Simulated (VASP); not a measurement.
# Au (Im-3m) in VASP: notebook, part 2 of 2

VASP 6.6.1. The steps go on from the part before.

## 3. Single point, PBEsol+D4

This run uses another cell than the first one, of 16.75 Å³/atom, 1.015 times its volume.

Contents of INCAR:

```
SYSTEM = Au
ALGO     = Normal         ! electronic algorithm
EDIFF    = 1E-7           ! SCF threshold, eV
ENCUT    = 520            ! plane-wave cutoff, eV
GGA      = PS             ! functional
ISIF     = 2              ! what is computed and relaxed
ISMEAR   = -1             ! smearing method
IVDW     = 13             ! dispersion correction
LASPH    = .TRUE.         ! aspherical terms in the spheres
LCHARG   = .TRUE.         ! write CHGCAR
LELF     = .TRUE.         ! ELF
LREAL    = .FALSE.        ! projectors in reciprocal space
LVHAR    = .TRUE.       
LWAVE    = .FALSE.        ! write WAVECAR
NBANDS   = 12             ! bands
NELM     = 60             ! most SCF steps
PREC     = Accurate       ! precision mode
SIGMA    = 0.05           ! smearing width, eV
```

Contents of KPOINTS:

```
k-points
0
G
  11 11 11
  0 0 0
```

Contents of POSCAR:

```
Au
1.0
   -1.6119152998      1.6119152998      1.6119152998
    1.6119152998     -1.6119152998      1.6119152998
    1.6119152998      1.6119152998     -1.6119152998
Au
1
Direct
    0.0000000000      0.0000000000      0.0000000000
```

Potentials or basis: VASP PAW PBE potentials, release 64 (Au).

The run is started by

```
> cat potpaw_PBE.64/Au/POTCAR > POTCAR
> mpirun -np 1 vasp_std > vasp.out
```

OUTCAR:

```text
SYSTEM = Au
   EDIFF = 1E-7
   ENCUT = 520
   GGA = PS
   ISIF = 2
   ISMEAR = -1
   IVDW = 13
   LASPH = .TRUE.
   LREAL = .FALSE.
   NELM = 60
   PREC = Accurate

 ion  position               nearest neighbor table
   1  0.000  0.000  0.000-

  LATTYP: Found a body centered cubic cell.
 ALAT       =     3.2238305996

  Lattice vectors:

 A1 = (  -1.6119152998,   1.6119152998,   1.6119152998)
 A2 = (   1.6119152998,  -1.6119152998,   1.6119152998)
 A3 = (   1.6119152998,   1.6119152998,  -1.6119152998)

Analysis of symmetry for initial positions (statically):
=====================================================================
 Subroutine PRICEL returns:
 Original cell was already a primitive cell.

 Routine SETGRP: Setting up the symmetry group for a
 body centered cubic supercell.

 Subroutine GETGRP returns: Found 48 space group operations
 (whereof 48 operations were pure point group operations)
 out of a pool of 48 trial point group operations.

The static configuration has the point symmetry O_h .

Analysis of symmetry for dynamics (positions and initial velocities):
=====================================================================
 Subroutine PRICEL returns:
 Original cell was already a primitive cell.

 Routine SETGRP: Setting up the symmetry group for a
 body centered cubic supercell.

 Subroutine GETGRP returns: Found 48 space group operations
 (whereof 48 operations were pure point group operations)
 out of a pool of 48 trial point group operations.

The dynamic configuration has the point symmetry O_h .

 Subroutine INISYM returns: Found 48 space group operations
 (whereof 48 operations are pure point group operations),
 and found     1 'primitive' translations

----------------------------------------------------------------------------------------

                                     Primitive cell

  volume of cell :      16.7528

  direct lattice vectors                    reciprocal lattice vectors
    -1.611915300  1.611915300  1.611915300     0.000000000  0.310189996  0.310189996
     1.611915300 -1.611915300  1.611915300     0.310189996  0.000000000  0.310189996
     1.611915300  1.611915300 -1.611915300     0.310189996  0.310189996  0.000000000

  length of vectors
     2.791919197  2.791919197  2.791919197     0.438674899  0.438674899  0.438674899

  position of ions in fractional coordinates (direct lattice)
     0.000000000  0.000000000  0.000000000

  ion indices of the primitive-cell ions
   primitive index   ion index
                 1           1

----------------------------------------------------------------------------------------

 KPOINTS: k-points

Automatic generation of k-mesh.
 Grid dimensions read from file:
 generate k-points for:   11   11   11

 Generating k-lattice:

  Cartesian coordinates                     Fractional coordinates (reciprocal lattice)
     0.000000000  0.028199091  0.028199091     0.090909091  0.000000000  0.000000000
     0.028199091  0.000000000  0.028199091     0.000000000  0.090909091  0.000000000
     0.028199091  0.028199091  0.000000000     0.000000000  0.000000000  0.090909091

  Length of vectors
     0.039879536  0.039879536  0.039879536

  Shift w.r.t. Gamma in fractional coordinates (k-lattice)
     0.000000000  0.000000000  0.000000000

 Subroutine IBZKPT returns following result:
 ===========================================

 Found     56 irreducible k-points:

 Following reciprocal coordinates:
            Coordinates               Weight
  0.000000  0.000000  0.000000      1.000000
  0.090909  0.000000  0.000000     12.000000
  0.181818  0.000000  0.000000     12.000000
  0.272727  0.000000  0.000000     12.000000
  0.363636  0.000000  0.000000     12.000000
  0.454545  0.000000  0.000000     12.000000
[... 16 lines left out ...]
  0.272727  0.181818  0.090909     48.000000
  0.363636  0.181818  0.090909     24.000000
 [... further k-points ...]
   k-points           NKPTS =     56   k-points in BZ     NKDIM =     56   number of bands    NBANDS=     12
   number of dos      NEDOS =    301   number of ions     NIONS =      1
   total plane-waves  NPLWV =  13824
   dimension x,y,z NGX =    24 NGY =   24 NGZ =   24
   dimension x,y,z NGXF=    48 NGYF=   48 NGZF=   48
   ions per type =               1
   NGX,Y,Z   is equivalent  to a cutoff of  14.29, 14.29, 14.29 a.u.
   NGXF,Y,Z  is equivalent  to a cutoff of  28.58, 28.58, 28.58 a.u.
 SYSTEM =  Au
   PREC   = accura    normal or accurate (medium, high low for compatibility)
   ISTART =      0    job   : 0-new  1-cont  2-samecut
   ICHARG =      2    charge: 1-file 2-atom 10-const
   ISPIN  =      1    spin polarized calculation?
   LNONCOLLINEAR =      F non collinear calculations
   LSORBIT =      F    spin-orbit coupling
   LASPH  =      T    aspherical Exc in radial PAW
   ENCUT  =  520.0 eV  38.22 Ry    6.18 a.u.   5.19  5.19  5.19*2*pi/ulx,y,z
   NELM   =     60;   NELMIN=  2; NELMDL= -5     # of ELM steps
   EDIFF  = 0.1E-06   stopping-criterion for ELM
   LREAL  =      F    real-space projection
   EDIFFG = 0.1E-05   stopping-criterion for IOM
   NSW    =      0    number of steps for IOM
   IBRION =     -1    ionic relax: 0-MD 1-quasi-New 2-CG
   NFREE  =      0    steps in history (QN), initial steepest desc. (CG)
   ISIF   =      2    stress and relaxation
   ISYM   =      2    0-nonsym 1-usesym 2-fastsym
   POTIM  = 0.5000    time-step for ionic-motion
   TEBEG  =    0.0;   TEEND  =   0.0 temperature during run
   PSTRESS=    0.0 pullay stress
   NELECT =      11.0000    total number of electrons
   NUPDOWN=      -1.0000    fix difference up-down
   EMIN   =  10.00;   EMAX   =-10.00  energy-range for DOS
   EFERMI =   0.00;   METHOD = LEGACY
   ISMEAR =    -1;   SIGMA  =   0.05  broadening in eV -4-tet -1-fermi 0-gaus
   EFERMI_NEDOS =   21; number of points for ismear=-14 and -15
   IALGO  =     38    algorithm
   IMIX   =      4    mixing-type and parameters
     AMIX     =   0.40;   BMIX     =  1.00
     AMIX_MAG =   1.60;   BMIX_MAG =  1.00
  volume/ion in A,a.u.               =      16.75       113.05
  Fermi-wavevector in a.u.,A,eV,Ry     =   1.422908  2.688906 27.547272  2.024667
  Thomas-Fermi vector in A             =   2.543562
   LORBIT       =      0    0 simple, 1 ext, 2 COOP (PROOUT), +10 PAW based schemes
   GGA     = PS    functional components
   LHFCALC =     F    Hartree Fock is set to
   AEXX    =    0.0000 exact exchange contribution
   IVDW    =    13    specifies the selected vdW correction
   LEPSILON=     F    determine dielectric tensor
   LRPA    =     F    only Hartree local field effects (RPA)
 non-spin polarized calculation
  energy-cutoff  :      520.00
  volume of cell :       16.75
 maximum number of plane-waves:       470
 NGX is ok and might be reduce to    24
   NGX = 11   NGY = 11   NGZ = 11

 number of electron      11.0000001 magnetization

 Free energy of the ion-electron system (eV)
  ---------------------------------------------------
  ext. energy  EPLUGINS =         0.00000000
  ---------------------------------------------------
  free energy    TOTEN  =        -3.89264415 eV

  energy without entropy =       -3.88759036  energy(sigma->0) =       -3.89011725

 E-fermi :   9.4085     XC(G=0): -12.9877

 val. band max:        9.4001482300   @ k =  -0.3636   0.3636   0.2727
 cond. band min:       9.4420791659   @ k =  -0.3636   0.4545   0.0909
 fundamental gap:      0.0419309358
 Fermi energy:         9.4084828862

 k-point     1 :       0.0000    0.0000    0.0000
  band No.  band energies     occupation
      1      -0.5259      2.00000
      2       4.6174      2.00000
      3       4.6174      2.00000
      4       4.6174      2.00000
      5       6.6222      2.00000
      6       6.6222      2.00000
      7      26.0661      0.00000
      8      26.0661      0.00000
      9      26.0661      0.00000
     10      34.2034      0.00000
     11      34.2034      0.00000
     12      34.2034      0.00000
[... 331 lines left out ...]
 k-point    24 :       0.3636    0.1818    0.0909
  band No.  band energies     occupation
      1       3.0943      2.00000
      2       3.6617      2.00000
      3       5.3759      2.00000
      4       6.6885      2.00000
      5       6.8965      2.00000
      6      12.8008      0.00000
      7      12.8979      0.00000
      8      18.6427      0.00000
      9      21.2574      0.00000
     10      31.8550      0.00000
     11      33.4555      0.00000
     12      35.8380      0.00000

 [... further k-points ...]

------------------------ aborting loop because EDIFF is reached ----------------------------------------

  DFT-D4 for vdW energy calculation

  Edisp (eV):   -0.40287

  FORCE on cell =-STRESS in cart. coord.  units (eV):
  Direction    XX          YY          ZZ          XY          YZ          ZX
  --------------------------------------------------------------------------------------
  -------------------------------------------------------------------------------------
  Total      -0.03068    -0.03068    -0.03068    -0.00000    -0.00000     0.00000
  in kB      -2.93402    -2.93402    -2.93402    -0.00000    -0.00000     0.00000
  external pressure =       -2.93 kB  Pullay stress =        0.00 kB

 VOLUME and BASIS-vectors are now :
 -----------------------------------------------------------------------------
  energy-cutoff  :      520.00
  volume of cell :       16.75
      direct lattice vectors                 reciprocal lattice vectors
    -1.611915300  1.611915300  1.611915300     0.000000000  0.310189996  0.310189996
     1.611915300 -1.611915300  1.611915300     0.310189996  0.000000000  0.310189996
     1.611915300  1.611915300 -1.611915300     0.310189996  0.310189996  0.000000000

 POSITION                                       TOTAL-FORCE (eV/Angst)
 -----------------------------------------------------------------------------------
      0.00000      0.00000      0.00000        -0.000000      0.000000     -0.000000
 -----------------------------------------------------------------------------------
    total drift:                                0.000000      0.000000     -0.000000

  FREE ENERGIE OF THE ION-ELECTRON SYSTEM (eV)
  ---------------------------------------------------
  free  energy   TOTEN  =        -4.2955116773 eV

  energy  without entropy=       -4.2904578932  energy(sigma->0) =       -4.29298479
```

It took 18 s on 1 thread of Intel Xeon Platinum 8375C at 2.90GHz (Ice Lake), shared host; peak memory 0.15 GiB.

Results:

```yaml
Free_energy: -4.2955 eV
Pressure: -0.3 GPa
Dispersion_energy_per_atom: -0.403 eV
```

Caveat: the PAW data sets were made with another functional, which shifts forces and pressure a little; spin-orbit coupling is left out, which moves the levels of the heavy elements; pairwise dispersion overbinds metals, which lowers pressure and volume.

## 4. Single point, revPBE+D3(BJ)

This run uses another cell than the first one, of 17.04 Å³/atom, 1.032 times its volume.

Contents of INCAR:

```
PREC = Accurate
ENCUT = 520
EDIFF = 1E-7
ISMEAR = -1
SIGMA = 0.05
LREAL = F
LASPH = T
NELM = 60
ALGO = Fast
ISIF = 2
LWAVE = F
LCHARG = F
GGA = RE
IVDW = 12
NBANDS = 12
```

Contents of KPOINTS:

```
Automatic mesh
0
Gamma
  11 11 11
```

Contents of POSCAR:

```
Au
1.0
   -1.6210278730      1.6210278730      1.6210278730
    1.6210278730     -1.6210278730      1.6210278730
    1.6210278730      1.6210278730     -1.6210278730
Au
1
Direct
    0.0000000000      0.0000000000      0.0000000000
```

The run is started by

```
> cat potpaw_PBE.64/Au/POTCAR > POTCAR
> mpirun -np 1 vasp_std > vasp.out
```

Wall time 20 s (1 thread of Intel Xeon Platinum 8375C at 2.90GHz (Ice Lake), shared host); peak memory 0.15 GiB.

Results (log left out):

| Property | Result |
| --- | --- |
| Free energy | -3.9245 eV |
| Pressure | -0.2 GPa |
| Dispersion energy per atom | -1.259 eV |

Levels at points of the mesh, in eV from the Fermi level:
```csv
k point,band 2,band 3,band 4,band 5,band 6,band 7,band 8,band 9
"(0.00, 0.00, 0.00)",-4.75,-4.75,-4.75,-2.82,-2.82,16.64,16.64,16.64
```

Caveat: the PAW data sets were made with another functional, which shifts forces and pressure a little; spin-orbit coupling is left out, which moves the levels of the heavy elements; pairwise dispersion overbinds metals, which lowers pressure and volume.

## 5. Summary

| level | cell | gap on the mesh (eV) | pressure (GPa) |
| --- | --- | --- | --- |
| PBEsol+D3(BJ) | a = 2.778 Å, angles 109.5°, 1 atom | none | -0.2 |
| PBEsol+D4 | a = 2.792 Å, angles 109.5°, 1 atom | none | -0.3 |
| revPBE+D3(BJ) | a = 2.808 Å, angles 109.5°, 1 atom | none | -0.2 |

Alike in all rows: task single point; potentials or basis VASP PAW PBE potentials, release 64 (Au); no spin polarisation; k mesh 11 × 11 × 11; cutoff (eV) 520; smearing fermi-dirac 0.05 eV.

Caveats: the PAW data sets were made with another functional, which shifts forces and pressure a little; spin-orbit coupling is left out, which moves the levels of the heavy elements; pairwise dispersion overbinds metals, which lowers pressure and volume.

Total energies depend on the potentials used, so only differences within one code and one set of settings carry meaning.
